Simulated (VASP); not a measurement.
# C (P6_3/mmc) in VASP: further runs

C is run at these levels: LDA; tasks: single point.

The COD entry that gives the cell may itself be a prediction, so a difference from it is no test against experiment.

Program: VASP 6.6.1. These are calculated values, not measurements. Logs are shortened: lines on timing, memory, paths and dates and some standing lists are left out, and cuts for length are marked.

### Step 1. The cell of the first run

It takes space group P6_3/mmc (No. 194, hexagonal). The conventional cell has a = 2.376 Å, b = 2.376 Å, c = 12.087 Å, α = 90.00°, β = 90.00°, γ = 120.00°. Within 2.0 Å of C (site symmetry 3m) lie 4 C at 1.46 to 1.53 Å. Within 1.9 Å of C (site symmetry 3m) lie 4 C at 1.46 to 1.50 Å. Within 2.0 Å of C (site symmetry 3m) lie 4 C at 1.46 to 1.50 Å.

### Step 2. Single point, LDA

INCAR

```
  PREC = Accurate
  ENCUT = 520
  EDIFF = 1E-7
  ISMEAR = 0
  SIGMA = 0.05
  LREAL = F
  LASPH = T
  NELM = 100
  ALGO = Normal
  ISIF = 2
  LWAVE = F
  LCHARG = T
  LELF = T
  LVHAR = T
  NBANDS = 36
```

KPOINTS

```
Automatic mesh
0
Gamma
  12 12 2
```

POSCAR

```
C
1.0
    2.3758000000      0.0000000000      0.0000000000
   -1.1879000000      2.0575031543      0.0000000000
    0.0000000000      0.0000000000     12.0869000000
C
12
Direct
    0.0000000000      0.0000000000      0.1868599868
    0.0000000000      0.0000000000      0.6868599868
    0.0000000000      0.0000000000      0.3131400132
    0.0000000000      0.0000000000      0.8131400132
    0.3333333333      0.6666666667      0.5207718743
    0.6666666667      0.3333333333      0.0207718743
    0.3333333333      0.6666666667      0.9792281257
    0.6666666667      0.3333333333      0.4792281257
    0.3333333333      0.6666666667      0.6450609412
    0.6666666667      0.3333333333      0.1450609412
    0.3333333333      0.6666666667      0.8549390588
    0.6666666667      0.3333333333      0.3549390588
```

Potentials or basis: VASP PAW LDA potentials, release 64 (C).

Command:

```
$ cat potpaw_LDA.64/C/POTCAR > POTCAR
$ mpirun -np 1 vasp_std > vasp.out
```

OUTCAR:

```text
PREC = Accurate
   ENCUT = 520
   EDIFF = 1E-7
   ISMEAR = 0
   LREAL = F
   LASPH = T
   NELM = 100
   ISIF = 2

 ion  position               nearest neighbor table
   1  0.000  0.000  0.187-  10 1.46  10 1.46  10 1.46   3 1.53
   2  0.000  0.000  0.687-   9 1.46   9 1.46   9 1.46   4 1.53
   3  0.000  0.000  0.313-  12 1.46  12 1.46  12 1.46   1 1.53
   4  0.000  0.000  0.813-  11 1.46  11 1.46  11 1.46   2 1.53
   5  0.333  0.667  0.521-   8 1.46   8 1.46   8 1.46   9 1.50
   6  0.667  0.333  0.021-   7 1.46   7 1.46   7 1.46  10 1.50
   7  0.333  0.667  0.979-   6 1.46   6 1.46   6 1.46  11 1.50
   8  0.667  0.333  0.479-   5 1.46   5 1.46   5 1.46  12 1.50
   9  0.333  0.667  0.645-   2 1.46   2 1.46   2 1.46   5 1.50
  10  0.667  0.333  0.145-   1 1.46   1 1.46   1 1.46   6 1.50
  11  0.333  0.667  0.855-   4 1.46   4 1.46   4 1.46   7 1.50
  12  0.667  0.333  0.355-   3 1.46   3 1.46   3 1.46   8 1.50

  LATTYP: Found a hexagonal cell.
 ALAT       =     2.3758000000
 C/A-ratio  =     5.0875073659

  Lattice vectors:

 A1 = (   2.3758000000,   0.0000000000,   0.0000000000)
 A2 = (  -1.1879000000,   2.0575031543,   0.0000000000)
 A3 = (   0.0000000000,   0.0000000000,  12.0869000000)

Analysis of symmetry for initial positions (statically):
=====================================================================
 Subroutine PRICEL returns:
 Original cell was already a primitive cell.

 Routine SETGRP: Setting up the symmetry group for a
 hexagonal supercell.

 Subroutine GETGRP returns: Found 24 space group operations
 (whereof 12 operations were pure point group operations)
 out of a pool of 24 trial point group operations.

The static configuration has the point symmetry D_3d.
 The point group associated with its full space group is D_6h.

Analysis of symmetry for dynamics (positions and initial velocities):
=====================================================================
 Subroutine PRICEL returns:
 Original cell was already a primitive cell.

 Routine SETGRP: Setting up the symmetry group for a
 hexagonal supercell.

 Subroutine GETGRP returns: Found 24 space group operations
 (whereof 12 operations were pure point group operations)
 out of a pool of 24 trial point group operations.

The dynamic configuration has the point symmetry D_3d.
 The point group associated with its full space group is D_6h.

 Subroutine INISYM returns: Found 24 space group operations
 (whereof 12 operations are pure point group operations),
 and found     1 'primitive' translations

----------------------------------------------------------------------------------------

                                     Primitive cell

  volume of cell :      59.0834

  direct lattice vectors                    reciprocal lattice vectors
     2.375800000  0.000000000  0.000000000     0.420910851  0.243012993  0.000000000
    -1.187900000  2.057503154  0.000000000     0.000000000  0.486025986  0.000000000
     0.000000000  0.000000000 12.086900000     0.000000000  0.000000000  0.082734200

  length of vectors
     2.375800000  2.375800000 12.086900000     0.486025986  0.486025986  0.082734200

  position of ions in fractional coordinates (direct lattice)
     0.000000000  0.000000000  0.186859987
     0.000000000  0.000000000  0.686859987
     0.000000000  0.000000000  0.313140013
     0.000000000  0.000000000  0.813140013
     0.333333333  0.666666667  0.520771874
     0.666666667  0.333333333  0.020771874
     0.333333333  0.666666667  0.979228126
     0.666666667  0.333333333  0.479228126
     0.333333333  0.666666667  0.645060941
     0.666666667  0.333333333  0.145060941
     0.333333333  0.666666667  0.854939059
     0.666666667  0.333333333  0.354939059

  ion indices of the primitive-cell ions
   primitive index   ion index
                 1           1
                 2           2
                 3           3
                 4           4
                 5           5
                 6           6
                 7           7
                 8           8
                 9           9
                10          10
                11          11
                12          12

----------------------------------------------------------------------------------------

 KPOINTS: Automatic mesh

Automatic generation of k-mesh.
 Grid dimensions read from file:
 generate k-points for:   12   12    2

 Generating k-lattice:

  Cartesian coordinates                     Fractional coordinates (reciprocal lattice)
     0.035075904  0.020251083  0.000000000     0.083333333  0.000000000  0.000000000
     0.000000000  0.040502166  0.000000000     0.000000000  0.083333333  0.000000000
     0.000000000  0.000000000  0.041367100     0.000000000  0.000000000  0.500000000

  Length of vectors
     0.040502166  0.040502166  0.041367100

  Shift w.r.t. Gamma in fractional coordinates (k-lattice)
     0.000000000  0.000000000  0.000000000

 Subroutine IBZKPT returns following result:
 ===========================================

 Found     38 irreducible k-points:

 Following reciprocal coordinates:
            Coordinates               Weight
  0.000000  0.000000  0.000000      1.000000
  0.083333 -0.000000  0.000000      6.000000
  0.166667 -0.000000  0.000000      6.000000
  0.250000 -0.000000  0.000000      6.000000
  0.333333 -0.000000  0.000000      6.000000
  0.416667 -0.000000  0.000000      6.000000
[... 16 lines left out ...]
  0.250000 -0.000000  0.500000      6.000000
  0.333333 -0.000000  0.500000      6.000000
 [... further k-points ...]
   k-points           NKPTS =     38   k-points in BZ     NKDIM =     38   number of bands    NBANDS=     36
   number of dos      NEDOS =    301   number of ions     NIONS =     12
   total plane-waves  NPLWV =  29160
   dimension x,y,z NGX =    18 NGY =   18 NGZ =   90
   dimension x,y,z NGXF=    36 NGYF=   36 NGZF=  180
   ions per type =              12
   NGX,Y,Z   is equivalent  to a cutoff of  12.60, 12.60, 12.38 a.u.
   NGXF,Y,Z  is equivalent  to a cutoff of  25.19, 25.19, 24.76 a.u.
 SYSTEM =  unknown system
   PREC   = accura    normal or accurate (medium, high low for compatibility)
   ISTART =      0    job   : 0-new  1-cont  2-samecut
   ICHARG =      2    charge: 1-file 2-atom 10-const
   ISPIN  =      1    spin polarized calculation?
   LNONCOLLINEAR =      F non collinear calculations
   LSORBIT =      F    spin-orbit coupling
   LASPH  =      T    aspherical Exc in radial PAW
   ENCUT  =  520.0 eV  38.22 Ry    6.18 a.u.   4.42  4.42 22.47*2*pi/ulx,y,z
   NELM   =    100;   NELMIN=  2; NELMDL= -5     # of ELM steps
   EDIFF  = 0.1E-06   stopping-criterion for ELM
   LREAL  =      F    real-space projection
   EDIFFG = 0.1E-05   stopping-criterion for IOM
   NSW    =      0    number of steps for IOM
   IBRION =     -1    ionic relax: 0-MD 1-quasi-New 2-CG
   NFREE  =      0    steps in history (QN), initial steepest desc. (CG)
   ISIF   =      2    stress and relaxation
   ISYM   =      2    0-nonsym 1-usesym 2-fastsym
   POTIM  = 0.5000    time-step for ionic-motion
   TEBEG  =    0.0;   TEEND  =   0.0 temperature during run
   PSTRESS=    0.0 pullay stress
   NELECT =      48.0000    total number of electrons
   NUPDOWN=      -1.0000    fix difference up-down
   EMIN   =  10.00;   EMAX   =-10.00  energy-range for DOS
   EFERMI =   0.00;   METHOD = LEGACY
   ISMEAR =     0;   SIGMA  =   0.05  broadening in eV -4-tet -1-fermi 0-gaus
   EFERMI_NEDOS =   21; number of points for ismear=-14 and -15
   IALGO  =     38    algorithm
   IMIX   =      4    mixing-type and parameters
     AMIX     =   0.40;   BMIX     =  1.00
     AMIX_MAG =   1.60;   BMIX_MAG =  1.00
  volume/ion in A,a.u.               =       4.92        33.23
  Fermi-wavevector in a.u.,A,eV,Ry     =   1.527567  2.886682 31.748645  2.333460
  Thomas-Fermi vector in A             =   2.635445
   LORBIT       =      0    0 simple, 1 ext, 2 COOP (PROOUT), +10 PAW based schemes
   GGA     = CA    functional components
   LHFCALC =     F    Hartree Fock is set to
   AEXX    =    0.0000 exact exchange contribution
   IVDW    =     0    specifies the selected vdW correction
   LEPSILON=     F    determine dielectric tensor
   LRPA    =     F    only Hartree local field effects (RPA)
 non-spin polarized calculation
 Gauss-broadening in eV      SIGMA  =   0.05
  energy-cutoff  :      520.00
  volume of cell :       59.08
 maximum number of plane-waves:      1640
 NGX is ok and might be reduce to    18
   NGX =  9   NGY =  9   NGZ = 45

 number of electron      48.0000015 magnetization

 Free energy of the ion-electron system (eV)
  ---------------------------------------------------
  ext. energy  EPLUGINS =         0.00000000
  ---------------------------------------------------
  free energy    TOTEN  =      -119.81098705 eV

  energy without entropy =     -119.81098705  energy(sigma->0) =     -119.81098705

 E-fermi :  12.2565     XC(G=0): -14.1950

 val. band max:       12.0328627900   @ k =   0.0000   0.0000   0.0000
 cond. band min:      16.9468214390   @ k =   0.3333  -0.0000   0.0000
 fundamental gap:      4.9139586490
 Fermi energy:        12.2565458753

 k-point     1 :       0.0000    0.0000    0.0000
  band No.  band energies     occupation
      1     -11.4070      2.00000
      2     -10.6541      2.00000
      3     -10.5612      2.00000
      4      -8.2888      2.00000
      5      -8.2192      2.00000
      6      -5.2636      2.00000
[... 28 lines left out ...]
     35      20.7184      0.00000
     36      21.4788      0.00000

 k-point     2 :       0.0833   -0.0000    0.0000
  band No.  band energies     occupation
      1     -11.2150      2.00000
      2     -10.4631      2.00000
      3     -10.3704      2.00000
      4      -8.1025      2.00000
      5      -8.0335      2.00000
      6      -5.0964      2.00000
[... 28 lines left out ...]
     35      21.3243      0.00000
     36      21.4558      0.00000

 k-point     3 :       0.1667   -0.0000    0.0000
  band No.  band energies     occupation
      1     -10.6404      2.00000
      2      -9.8913      2.00000
      3      -9.7999      2.00000
      4      -7.5454      2.00000
      5      -7.4787      2.00000
      6      -4.5965      2.00000
[... 28 lines left out ...]
     35      21.7559      0.00000
     36      22.6322      0.00000

 k-point     4 :       0.2500   -0.0000    0.0000
  band No.  band energies     occupation
      1      -9.6878      2.00000
      2      -8.9439      2.00000
      3      -8.8550      2.00000
      4      -6.6243      2.00000
      5      -6.5624      2.00000
      6      -3.7698      2.00000
[... 28 lines left out ...]
     35      22.3992      0.00000
     36      23.4673      0.00000

 k-point     5 :       0.3333   -0.0000    0.0000
  band No.  band energies     occupation
      1      -8.3676      2.00000
      2      -7.6312      2.00000
      3      -7.5484      2.00000
      4      -5.3542      2.00000
      5      -5.3040      2.00000
      6      -2.6374      2.00000
[... 655 lines left out ...]
 k-point    22 :       0.1667   -0.0000    0.5000
  band No.  band energies     occupation
      1     -10.4418      2.00000
      2     -10.4418      2.00000
      3      -8.8618      2.00000
      4      -8.8618      2.00000
      5      -5.8645      2.00000
      6      -5.8645      2.00000
[... 28 lines left out ...]
     35      22.3148      0.00000
     36      22.3148      0.00000

 k-point    23 :       0.2500   -0.0000    0.5000
  band No.  band energies     occupation
      1      -9.4907      2.00000
      2      -9.4907      2.00000
      3      -7.9254      2.00000
      4      -7.9254      2.00000
      5      -4.9801      2.00000
      6      -4.9801      2.00000
[... 28 lines left out ...]
     35      22.5006      0.00000
     36      22.5006      0.00000

 k-point    24 :       0.3333   -0.0000    0.5000
  band No.  band energies     occupation
      1      -8.1729      2.00000
      2      -8.1729      2.00000
      3      -6.6318      2.00000
      4      -6.6318      2.00000
      5      -3.7708      2.00000
      6      -3.7708      2.00000
[... 28 lines left out ...]
     35      22.4539      0.00000
     36      22.4539      0.00000

 [... further k-points ...]

------------------------ aborting loop because EDIFF is reached ----------------------------------------

  FORCE on cell =-STRESS in cart. coord.  units (eV):
  Direction    XX          YY          ZZ          XY          YZ          ZX
  --------------------------------------------------------------------------------------
  -------------------------------------------------------------------------------------
  Total       30.9578392     30.9578392     12.6838241     -0.0000000      0.0000000     -0.0000000
  in kB      839.4907330    839.4907330    343.9501278     -0.0000000      0.0000000     -0.0000000
  external PRESSURE =     674.3105312 kB  Pullay stress =       0.0000000 kB

 VOLUME and BASIS-vectors are now :
 -----------------------------------------------------------------------------
  energy-cutoff  :      520.00
  volume of cell :       59.08
      direct lattice vectors                 reciprocal lattice vectors
     2.375800000  0.000000000  0.000000000     0.420910851  0.243012993  0.000000000
    -1.187900000  2.057503154  0.000000000     0.000000000  0.486025986  0.000000000
     0.000000000  0.000000000 12.086900000     0.000000000  0.000000000  0.082734200

 POSITION                                       TOTAL-FORCE (eV/Angst)
 -----------------------------------------------------------------------------------
      0.00000      0.00000      2.25856         0.000000      0.000000      0.422407
      0.00000      0.00000      8.30201        -0.000000     -0.000000      0.422407
      0.00000      0.00000      3.78489         0.000000      0.000000     -0.422407
      0.00000      0.00000      9.82834         0.000000     -0.000000     -0.422407
     -0.00000      1.37167      6.29452        -0.000000     -0.000000      0.360942
      1.18790      0.68583      0.25107        -0.000000      0.000000      0.360942
     -0.00000      1.37167     11.83583         0.000000     -0.000000     -0.360942
      1.18790      0.68583      5.79238        -0.000000      0.000000     -0.360942
     -0.00000      1.37167      7.79679        -0.000000      0.000000     -0.316512
      1.18790      0.68583      1.75334        -0.000000     -0.000000     -0.316512
     -0.00000      1.37167     10.33356        -0.000000      0.000000      0.316512
      1.18790      0.68583      4.29011        -0.000000     -0.000000      0.316512
 -----------------------------------------------------------------------------------
    total drift:                                0.000000      0.000000      0.000000

  FREE ENERGIE OF THE ION-ELECTRON SYSTEM (eV)
  ---------------------------------------------------
  free  energy   TOTEN  =      -119.8109870464 eV

  energy  without entropy=     -119.8109870464  energy(sigma->0) =     -119.81098705
```

It used 81 s of CPU time on 1 thread of AMD EPYC 7R13 Processor (Zen 3) (shared host).

Results:

```yaml
Free_energy: -119.8110 eV
Pressure: 67.4 GPa
Largest_force: 0.422 eV/Å
Band_gap_on_the_k_mesh: 4.91 eV, indirect (least direct gap 5.00 eV)
```

Forces in eV/Å, atoms in the order of the input:
```
C    0.000  0.000  0.422
C    0.000  0.000  0.422
C    0.000  0.000 -0.422
C    0.000  0.000 -0.422
C    0.000  0.000  0.361
C    0.000  0.000  0.361
C    0.000  0.000 -0.361
C    0.000  0.000 -0.361
C    0.000  0.000 -0.317
C    0.000  0.000 -0.317
C    0.000  0.000  0.317
C    0.000  0.000  0.317
```

Levels at points of the mesh, in eV from the valence-band top:
```
           k point  band 22  band 23  band 24  band 25  band 26  band 27
(0.00, 0.00, 0.00)    -0.28     0.00     0.00     5.00     6.05     6.05
(0.50, 0.00, 0.00)    -4.61    -4.20    -3.46     5.34     5.38     5.90
(0.00, 0.00, 0.50)    -0.32    -0.32    -0.32     6.19     6.19     6.44
(0.50, 0.00, 0.50)    -4.38    -3.80    -3.80     5.50     5.50     5.76
```

A k mesh can miss the band edges.

[end of part 1 of 3]
